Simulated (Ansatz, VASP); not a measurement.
CaSe: VASP beside Ansatz

The input INCAR:

```
SYSTEM = CaSe
PREC     = Accurate       ! precision mode
ENCUT    = 520            ! plane-wave cutoff, eV
EDIFF    = 1E-6           ! SCF threshold, eV
ISMEAR   = -1             ! smearing method
SIGMA    = 0.02           ! smearing width, eV
LREAL    = .FALSE.        ! projectors in reciprocal space
LASPH    = .TRUE.         ! aspherical terms in the spheres
NELM     = 80             ! most SCF steps
ALGO     = Normal         ! electronic algorithm
ISIF     = 2              ! what is computed and relaxed
LWAVE    = .FALSE.        ! write WAVECAR
LCHARG   = .TRUE.         ! write CHGCAR
GGA      = PE             ! functional
LELF     = .TRUE.         ! ELF
LVHAR    = .TRUE.       
NBANDS   = 15             ! bands
```

File KPOINTS:

```
Automatic mesh
0
G
  8 8 8
  0 0 0
```

File POSCAR:

```
CaSe
1.0
    3.6475066661      0.0000000000      0.0000000000
    0.0000000000      3.6475066661      0.0000000000
    0.0000000000      0.0000000000      3.6475066661
Ca Se
1 1
Direct
    0.0000000000      0.0000000000      0.0000000000
    0.5000000000      0.5000000000      0.5000000000
```

Input for Ansatz:

```yaml
crystal:
  lattice:
    - [3.6475066661, 0.0, 0.0]
    - [0.0, 3.6475066661, 0.0]
    - [0.0, 0.0, 3.6475066661]
  atoms:
    - { symbol: Ca, position: [0.0, 0.0, 0.0] }
    - { symbol: Se, position: [0.5, 0.5, 0.5] }
kpoints:
  mp_grid: { grid: [8, 8, 8] }
  band_path:
    path:
      - [0.0, 0.0, 0.0]
      - [0.0, 0.5, 0.0]
      - [0.5, 0.5, 0.0]
      - [0.5, 0.5, 0.5]
      - [0.0, 0.5, 0.5]
    npoints: 1
hamiltonian:
  xc: pbe
scf:
  occupations: { method: fermi_dirac, width: 0.02 }
  n_extra_bands: 4
output:
  forces: true
  stress: true
  eigenvalues: true
  write_density: true
  write_potential: true
  elf: true
  volumetric_format: npy
```

Change from the starting cell: hydrostatic strain +0.3%.

Alike in both runs: task single point; functional PBE; k mesh 8 × 8 × 8; occupations fermi-dirac, width 0.02 eV; no spin polarisation.

```csv
,VASP,Ansatz
version,VASP 6.6.1,Ansatz 0.2.0
potentials or method,"VASP PAW PBE potentials, release 64 (Ca_sv, Se)","plane waves, PAW"
plane-wave cutoff (eV),520,420
valence electrons in the cell,16,26
```

Ansatz gave:

```
gap on the k mesh at the Fermi level (eV) : 0.79
pressure (GPa)                            : 0.1
```

Task: What did VASP give for the same quantities?

Result: gap on the k mesh at the Fermi level (eV): 0.78; pressure (GPa): 0.3.

VASP's potentials hold 16 valence electrons a cell and Ansatz's 26, so a difference there can come from the potentials and not from the codes.
